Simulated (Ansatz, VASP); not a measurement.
**Two plane-wave programs on TiGe4Mo**

```xyz
6
Lattice="0.0000 4.5193 4.5934 2.6349 0.0000 4.5934 2.6349 4.5193 0.0000" Properties=species:S:1:pos:R:3 pbc="T T T"
Ti    2.6349    4.5193    4.5934
Ge    1.3174    0.7468    2.2967
Ge    2.6349    1.5128    4.5934
Ge    2.6349    7.5258    4.5934
Ge    1.3174    3.7725    2.2967
Mo    3.9523    6.7789    6.8900
```

Alike in both runs: task relaxation of cell and atoms; functional PBE; k mesh 4 × 4 × 4; occupations gaussian, width 0.1 eV; no spin polarisation.

|  | VASP | Ansatz |
| --- | --- | --- |
| version | VASP 6.6.1 | Ansatz 0.2.0 |
| potentials or method | VASP PAW PBE potentials, release 64 (Ti_sv, Ge_d, Mo_sv), cutoff 600 eV | scalar-relativistic, plane waves, PAW |
| valence electrons in the cell | 82 | 82 |

VASP gave:

| Item | Value |
| --- | --- |
| gap on the k mesh at the Fermi level, each at its own relaxed structure (eV) | none |
| relaxed volume (Å³/atom) | 15.78 |
| relaxed length of the cell vector where the two differ most in proportion (Å) | 6.197 |

Problem. Estimate Ansatz's values.

Solution. gap on the k mesh at the Fermi level, each at its own relaxed structure (eV): none; relaxed volume (Å³/atom): 15.78; relaxed length of the cell vector where the two differ most in proportion (Å): 6.201.

A gap of «none» marks a metal or a gap that the smearing closes.

The k mesh is coarse, so the values compare programs but aren't converged.
